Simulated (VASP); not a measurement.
GaPbI3:

```
Ga Pb I
1.0
     5.74545    0.00000    0.00000
     0.00000    5.74545    0.00000
     0.00000    0.00000    5.74545
Ga Pb I
1 1 3
Direct
  0.00000 0.00000 0.00000
  0.50000 0.50000 0.50000
  0.00000 0.50000 0.50000
  0.50000 0.00000 0.50000
  0.50000 0.50000 0.00000
```

The cell was built from a structure type or drawn by symmetry, and may not be a known phase.

| Quantity | Value |
| --- | --- |
| Program | VASP 6.6.1 |
| Task | relaxation of cell and atoms |
| Functional | PBE |
| Potentials or basis | VASP PAW PBE potentials, release 64 (Ga_d, Pb_d, I) |
| Cutoff | 600 eV |
| k mesh | 4 × 4 × 4 |
| Occupations | gaussian, width 0.1 eV |
| Spin | no spin polarisation |

At the start: pressure 8.4 GPa; volume 37.93 Å³/atom.

Question: Where does the relaxation end?

Answer: Over 3 steps the energy falls by 258.3 meV/atom and the volume is 50.78 Å³/atom (+33.9 %); space group Pm-3m (No. 221, to 0.1 Å) before and after.

The path:
```
step  energy change (eV)  largest force (eV/Å)  pressure (GPa)  volume (Å³)
   1              0.0000                0.0000            8.40       189.66
   2             -1.2890                0.0000            0.22       249.62
   3             -1.2914                0.0000           -0.04       253.92
```

Final structure:
```
Ga Pb I
1.0
     6.33235    0.00000    0.00000
     0.00000    6.33235    0.00000
     0.00000    0.00000    6.33235
Ga Pb I
1 1 3
Direct
  0.00000 0.00000 0.00000
  0.50000 0.50000 0.50000
  0.00000 0.50000 0.50000
  0.50000 0.00000 0.50000
  0.50000 0.50000 0.00000
```

Caveat: the volume moved by over 15 % at a fixed basis, so the end points are rough; spin-orbit coupling is left out, which moves the levels of the heavy elements.
